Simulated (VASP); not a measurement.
# Al in VASP: further runs, part 2 of 2

VASP 6.6.1.

### Step 4. Single point, PBE

INCAR reads:

```
PREC = Accurate
ENCUT = 520
EDIFF = 1E-7
ISMEAR = 0
SIGMA = 0.1
LREAL = False
LASPH = True
NELM = 60
ALGO = Fast
ISIF = 2
LWAVE = False
LCHARG = False
GGA = PE
NBANDS = 10
```

KPOINTS reads:

```
Automatic mesh
0
Gamma
  22 22 12
```

POSCAR reads:

```
Al
1.0
    1.4254196030     -2.4688534796      0.0000000000
    1.4254196030      2.4688534796      0.0000000000
    0.0000000000      0.0000000000      4.7279807961
Al
2
Direct
    0.3333280162      0.6666719838      0.7500000000
    0.6666719838      0.3333280162      0.2500000000
```

Potentials or basis: VASP PAW PBE potentials, release 64 (Al).

The run is started by

```sh
$ cat potpaw_PBE.64/Al/POTCAR > POTCAR
$ mpirun -np 1 vasp_std > vasp.out
```

OUTCAR:

```text
PREC = Accurate
   ENCUT = 520
   EDIFF = 1E-7
   ISMEAR = 0
   LREAL = False
   LASPH = True
   NELM = 60
   ISIF = 2
   GGA = PE

 ion  position               nearest neighbor table
   1  0.333  0.667  0.750-   2 2.88   2 2.88   2 2.88   2 2.88   2 2.88   2 2.88
   2  0.667  0.333  0.250-   1 2.88   1 2.88   1 2.88   1 2.88   1 2.88   1 2.88

  LATTYP: Found a base centered orthorhombic cell.
 ALAT       =     2.8508392060
 B/A-ratio  =     1.7320187504
 C/A-ratio  =     1.6584522853

  Lattice vectors:

 A1 = (   1.4254196030,  -2.4688534796,   0.0000000000)
 A2 = (   1.4254196030,   2.4688534796,   0.0000000000)
 A3 = (   0.0000000000,   0.0000000000,   4.7279807961)

Analysis of symmetry for initial positions (statically):
=====================================================================
 Subroutine PRICEL returns:
 Original cell was already a primitive cell.

 Routine SETGRP: Setting up the symmetry group for a
 base centered orthorhombic supercell.

 Subroutine GETGRP returns: Found  8 space group operations
 (whereof  4 operations were pure point group operations)
 out of a pool of  8 trial point group operations.

The static configuration has the point symmetry C_2h.
 The point group associated with its full space group is D_2h.

Analysis of symmetry for dynamics (positions and initial velocities):
=====================================================================
 Subroutine PRICEL returns:
 Original cell was already a primitive cell.

 Routine SETGRP: Setting up the symmetry group for a
 base centered orthorhombic supercell.

 Subroutine GETGRP returns: Found  8 space group operations
 (whereof  4 operations were pure point group operations)
 out of a pool of  8 trial point group operations.

The dynamic configuration has the point symmetry C_2h.
 The point group associated with its full space group is D_2h.

 Subroutine INISYM returns: Found  8 space group operations
 (whereof  4 operations are pure point group operations),
 and found     1 'primitive' translations

----------------------------------------------------------------------------------------

                                     Primitive cell

  volume of cell :      33.2770

  direct lattice vectors                    reciprocal lattice vectors
     1.425419603 -2.468853480  0.000000000     0.350773905 -0.202523157  0.000000000
     1.425419603  2.468853480  0.000000000     0.350773905  0.202523157  0.000000000
     0.000000000  0.000000000  4.727980796     0.000000000  0.000000000  0.211506781

  length of vectors
     2.850799633  2.850799633  4.727980796     0.405040691  0.405040691  0.211506781

  position of ions in fractional coordinates (direct lattice)
     0.333328016  0.666671984  0.750000000
     0.666671984  0.333328016  0.250000000

  ion indices of the primitive-cell ions
   primitive index   ion index
                 1           1
                 2           2

----------------------------------------------------------------------------------------

 KPOINTS: Automatic mesh

Automatic generation of k-mesh.
 Grid dimensions read from file:
 generate k-points for:   22   22   12

 Generating k-lattice:

  Cartesian coordinates                     Fractional coordinates (reciprocal lattice)
     0.015944268 -0.009205598  0.000000000     0.045454545 -0.000000000  0.000000000
     0.015944268  0.009205598  0.000000000    -0.000000000  0.045454545  0.000000000
     0.000000000  0.000000000  0.017625565     0.000000000  0.000000000  0.083333333

  Length of vectors
     0.018410940  0.018410940  0.017625565

  Shift w.r.t. Gamma in fractional coordinates (k-lattice)
     0.000000000  0.000000000  0.000000000

 Subroutine IBZKPT returns following result:
 ===========================================

 Found    931 irreducible k-points:

 Following reciprocal coordinates:
            Coordinates               Weight
  0.000000  0.000000  0.000000      1.000000
  0.045455  0.000000  0.000000      4.000000
  0.090909  0.000000  0.000000      4.000000
  0.136364  0.000000  0.000000      4.000000
  0.181818  0.000000  0.000000      4.000000
  0.227273  0.000000  0.000000      4.000000
[... 16 lines left out ...]
  0.500000  0.045455  0.000000      4.000000
 -0.454545  0.045455  0.000000      4.000000
 [... further k-points ...]
   k-points           NKPTS =    931   k-points in BZ     NKDIM =    931   number of bands    NBANDS=     10
   number of dos      NEDOS =    301   number of ions     NIONS =      2
   total plane-waves  NPLWV =  20736
   dimension x,y,z NGX =    24 NGY =   24 NGZ =   36
   dimension x,y,z NGXF=    48 NGYF=   48 NGZF=   72
   ions per type =               2
   NGX,Y,Z   is equivalent  to a cutoff of  14.00, 14.00, 12.66 a.u.
   NGXF,Y,Z  is equivalent  to a cutoff of  27.99, 27.99, 25.32 a.u.
 SYSTEM =  unknown system
   PREC   = accura    normal or accurate (medium, high low for compatibility)
   ISTART =      0    job   : 0-new  1-cont  2-samecut
   ICHARG =      2    charge: 1-file 2-atom 10-const
   ISPIN  =      1    spin polarized calculation?
   LNONCOLLINEAR =      F non collinear calculations
   LSORBIT =      F    spin-orbit coupling
   LASPH  =      T    aspherical Exc in radial PAW
   ENCUT  =  520.0 eV  38.22 Ry    6.18 a.u.   5.30  5.30  8.79*2*pi/ulx,y,z
   NELM   =     60;   NELMIN=  2; NELMDL= -5     # of ELM steps
   EDIFF  = 0.1E-06   stopping-criterion for ELM
   LREAL  =      F    real-space projection
   EDIFFG = 0.1E-05   stopping-criterion for IOM
   NSW    =      0    number of steps for IOM
   IBRION =     -1    ionic relax: 0-MD 1-quasi-New 2-CG
   NFREE  =      0    steps in history (QN), initial steepest desc. (CG)
   ISIF   =      2    stress and relaxation
   ISYM   =      2    0-nonsym 1-usesym 2-fastsym
   POTIM  = 0.5000    time-step for ionic-motion
   TEBEG  =    0.0;   TEEND  =   0.0 temperature during run
   PSTRESS=    0.0 pullay stress
   NELECT =       6.0000    total number of electrons
   NUPDOWN=      -1.0000    fix difference up-down
   EMIN   =  10.00;   EMAX   =-10.00  energy-range for DOS
   EFERMI =   0.00;   METHOD = LEGACY
   ISMEAR =     0;   SIGMA  =   0.10  broadening in eV -4-tet -1-fermi 0-gaus
   EFERMI_NEDOS =   21; number of points for ismear=-14 and -15
   IALGO  =     68    algorithm
   IMIX   =      4    mixing-type and parameters
     AMIX     =   0.40;   BMIX     =  1.00
     AMIX_MAG =   1.60;   BMIX_MAG =  1.00
  volume/ion in A,a.u.               =      16.64       112.28
  Fermi-wavevector in a.u.,A,eV,Ry     =   0.924863  1.747737 11.638033  0.855371
  Thomas-Fermi vector in A             =   2.050655
   LORBIT       =      0    0 simple, 1 ext, 2 COOP (PROOUT), +10 PAW based schemes
   GGA     = PE    functional components
   LHFCALC =     F    Hartree Fock is set to
   AEXX    =    0.0000 exact exchange contribution
   IVDW    =     0    specifies the selected vdW correction
   LEPSILON=     F    determine dielectric tensor
   LRPA    =     F    only Hartree local field effects (RPA)
 non-spin polarized calculation
 RMM-DIIS sequential band-by-band and
 Gauss-broadening in eV      SIGMA  =   0.10
  energy-cutoff  :      520.00
  volume of cell :       33.28
 maximum number of plane-waves:       913
 NGX is ok and might be reduce to    24
   NGX = 11   NGY = 11   NGZ = 17

 number of electron       6.0000000 magnetization

 Free energy of the ion-electron system (eV)
  ---------------------------------------------------
  ext. energy  EPLUGINS =         0.00000000
  ---------------------------------------------------
  free energy    TOTEN  =        -7.43036884 eV

  energy without entropy =       -7.42655912  energy(sigma->0) =       -7.42846398

 E-fermi :   7.9034     XC(G=0): -10.1679

 val. band max:        7.8900220778   @ k =  -0.4091   0.3636   0.4167
 cond. band min:       7.9044593531   @ k =   0.3636   0.3636   0.5000
 fundamental gap:      0.0144372753
 Fermi energy:         7.9034485630

 k-point     1 :       0.0000    0.0000    0.0000
  band No.  band energies     occupation
      1      -3.1661      2.00000
      2       3.2766      2.00000
      3       3.3524      2.00000
      4      18.6629      0.00000
      5      18.6634      0.00000
      6      19.0437      0.00000
      7      19.0442      0.00000
      8      19.7744      0.00000
      9      21.6348      0.00000
     10      22.0464      0.00000
[... 287 lines left out ...]
 k-point    24 :      -0.4545    0.0455    0.0000
  band No.  band energies     occupation
      1       1.3238      2.00000
      2       4.4637      2.00000
      3       7.4912      2.00000
      4       7.8358      1.66113
      5      10.7080      0.00000
      6      10.8072      0.00000
      7      12.9878      0.00000
      8      16.3014      0.00000
      9      18.6534      0.00000
     10      18.8099      0.00000

 [... further k-points ...]
[... 5 lines left out ...]
  --------------------------------------------------------------------------------------
  -------------------------------------------------------------------------------------
  Total       -0.0049938     -0.0047065      0.0046397      0.0000000     -0.0000000      0.0000000
  in kB       -0.2404352     -0.2266016      0.2233856      0.0000000     -0.0000000      0.0000000
  external PRESSURE =      -0.0812171 kB  Pullay stress =       0.0000000 kB

 VOLUME and BASIS-vectors are now :
 -----------------------------------------------------------------------------
  energy-cutoff  :      520.00
  volume of cell :       33.28
      direct lattice vectors                 reciprocal lattice vectors
     1.425419603 -2.468853480  0.000000000     0.350773905 -0.202523157  0.000000000
     1.425419603  2.468853480  0.000000000     0.350773905  0.202523157  0.000000000
     0.000000000  0.000000000  4.727980796     0.000000000  0.000000000  0.211506781

 POSITION                                       TOTAL-FORCE (eV/Angst)
 -----------------------------------------------------------------------------------
      1.42542      0.82298      3.54599         0.000000     -0.000047      0.000000
      1.42542     -0.82298      1.18200         0.000000      0.000047      0.000000
 -----------------------------------------------------------------------------------
    total drift:                               -0.000000     -0.000000      0.000000

  FREE ENERGIE OF THE ION-ELECTRON SYSTEM (eV)
  ---------------------------------------------------
  free  energy   TOTEN  =        -7.4303688419 eV

  energy  without entropy=       -7.4265591203  energy(sigma->0) =       -7.42846398
```

OSZICAR:

```text
N       E                     dE             d eps       ncg     rms          rms(c)
DAV:   1    -0.112933069752E+00   -0.11293E+00   -0.23226E+03 18620   0.473E+02
DAV:   2    -0.731340834195E+01   -0.72005E+01   -0.69232E+01 24704   0.540E+01
DAV:   3    -0.747762068636E+01   -0.16421E+00   -0.16191E+00 24278   0.649E+00
DAV:   4    -0.747831185509E+01   -0.69117E-03   -0.69109E-03 22118   0.476E-01
DAV:   5    -0.747831756427E+01   -0.57092E-05   -0.57096E-05 22338   0.444E-02    0.179E+00
RMM:   6    -0.745031712392E+01    0.28000E-01   -0.27374E-03 18802   0.313E-01    0.105E+00
RMM:   7    -0.743040731341E+01    0.19910E-01   -0.82066E-03 19436   0.520E-01    0.149E-01
RMM:   8    -0.743036763728E+01    0.39676E-04   -0.30192E-04 20505   0.119E-01    0.180E-02
RMM:   9    -0.743037086342E+01   -0.32261E-05   -0.46579E-05 21493   0.470E-02    0.183E-02
RMM:  10    -0.743037172274E+01   -0.85933E-06   -0.78883E-06 21700   0.195E-02    0.331E-02
RMM:  11    -0.743036955809E+01    0.21647E-05   -0.16927E-06 21834   0.789E-03    0.338E-02
RMM:  12    -0.743036884333E+01    0.71477E-06   -0.42888E-07 20539   0.418E-03    0.117E-02
RMM:  13    -0.743036884187E+01    0.14573E-08   -0.11144E-07 17069   0.192E-03
   1 F= -.74303688E+01 E0= -.74284640E+01  d E =-.380972E-02
```

It took 3 min on 1 thread of Intel Xeon 6975P-C (Granite Rapids), shared host; peak memory 0.35 GiB.

What came out:

| Quantity | Value |
| --- | --- |
| Free energy | -7.4304 eV |
| Pressure | 0.0 GPa |
| Band gap on the k mesh | zero (bands 3 and 4 overlap by 7.25 eV) |

Levels at points of the mesh, in eV from the Fermi level:
```tsv
k point	band 1	band 2	band 3	band 4	band 5	band 6
(0.00, 0.00, 0.00)	-11.07	-4.63	-4.55	10.76	10.76	11.14
(0.50, 0.00, 0.00)	-5.22	-5.04	0.61	0.99	1.50	1.64
(0.50, 0.50, 0.00)	-5.22	-5.04	0.61	0.99	1.50	1.64
(0.00, 0.00, 0.50)	-9.42	-9.42	3.15	3.15	11.97	11.97
(0.50, 0.00, 0.50)	-3.87	-3.87	-3.17	-3.17	7.16	7.16
(0.50, 0.50, 0.50)	-3.87	-3.87	-3.17	-3.17	7.16	7.16
```

### Step 5. Summary

| cell | k mesh | smearing | gap on the mesh (eV) | pressure (GPa) |
| --- | --- | --- | --- | --- |
| a = 2.890, b = 2.890, c = 4.643 Å, angles 90.0, 90.0, 120.9°, 2 atoms, atomic positions A | 8 × 8 × 4 | gaussian 0.1 eV | none | 0.3 |
| a = 5.699, b = 5.775, c = 5.441 Å, angles 75.2, 58.6, 60.5°, 8 atoms, atomic positions B | 6 × 4 × 6 | gaussian 0.2 eV | none | 0.0 |
| a = 2.851, b = 2.851, c = 4.728 Å, angles 90.0, 90.0, 120.0°, 2 atoms, atomic positions A | 22 × 22 × 12 | gaussian 0.1 eV | none | 0.0 |

Alike in all rows: task single point; level PBE; potentials or basis VASP PAW PBE potentials, release 64 (Al); no spin polarisation; cutoff (eV) 520.

Total energies depend on the potentials used, so only differences within one code and one set of settings carry meaning.

The gap in the log of VASP goes by the Fermi energy; the results here count the filled bands.